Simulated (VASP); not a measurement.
Here is a VASP 6.6.1 calculation.

File INCAR:

```
  PREC = Accurate
  ENCUT = 520
  EDIFF = 1E-7
  ISMEAR = -1
  SIGMA = 0.05
  LREAL = F
  LASPH = T
  NELM = 80
  ALGO = Normal
  ISIF = 2
  LWAVE = F
  LCHARG = F
  GGA = PS
  IVDW = 12
  NBANDS = 64
```

Contents of KPOINTS:

```
Automatic mesh
0
Gamma
  2 2 2
  0.5 0.5 0.5
```

POSCAR

```
Sn4ClO7
1.0
    4.7690460000      0.0000000000      0.0000000000
    0.0000000000      4.7690460000      0.0000000000
    0.0000000000      0.0000000000      6.4242020000
Sn O Cl
4 7 1
Direct
    0.0071150000      0.9752800000      0.9972540000
    0.0028070000      0.0038520000      0.4848320000
    0.5018340000      0.4943570000      0.2466220000
    0.5080460000      0.5145170000      0.7469300000
    0.3133430000      0.3207070000      0.9920930000
    0.7061090000      0.7135960000      0.9963390000
    0.6876310000      0.6847310000      0.4984820000
    0.1974930000      0.8408830000      0.2332660000
    0.1743190000      0.8321230000      0.7551090000
    0.8016320000      0.2144810000      0.2428980000
    0.8013000000      0.1965930000      0.7497710000
    0.3080110000      0.3116230000      0.4773980000
```

Potentials or basis: VASP PAW PBE potentials, release 64 (Sn_d, O, Cl).

Command:

```bash
$ cat potpaw_PBE.64/Sn_d/POTCAR potpaw_PBE.64/O/POTCAR potpaw_PBE.64/Cl/POTCAR > POTCAR
$ mpirun -np 1 vasp_std > vasp.out
```

Task: What does it give for the band gap on the k mesh?

Result: Zero (an odd number of electrons rules out a gap without spin polarisation).

Task: What does it give for the dispersion energy per atom?

Result: -0.216 eV.

Forces in eV/Å, atoms in the order of the input:
```
Sn   -1.439   4.896  -0.713
Sn   -8.082  -6.240   1.867
Sn    6.020   7.515 -11.947
Sn    2.460   2.523   6.426
O    -0.829  -0.359   0.120
O    -2.267  -1.904   0.522
O     0.794   1.224  -0.790
O     2.497  -2.293   2.115
O     2.905  -2.390  -2.903
O     1.124  -1.057  -0.151
O    -0.065   0.339  -0.546
Cl   -3.118  -2.253   6.000
```

Caveat: the k points lie up to 0.66 Å⁻¹ apart, too coarse for converged energies and pressures of a metal; the PAW data sets were made with another functional, which shifts forces and pressure a little; spin-orbit coupling is left out, which moves the levels of the heavy elements; an odd number of electrons without spin polarisation forces a metal; a magnetic or distorted state may lie lower.
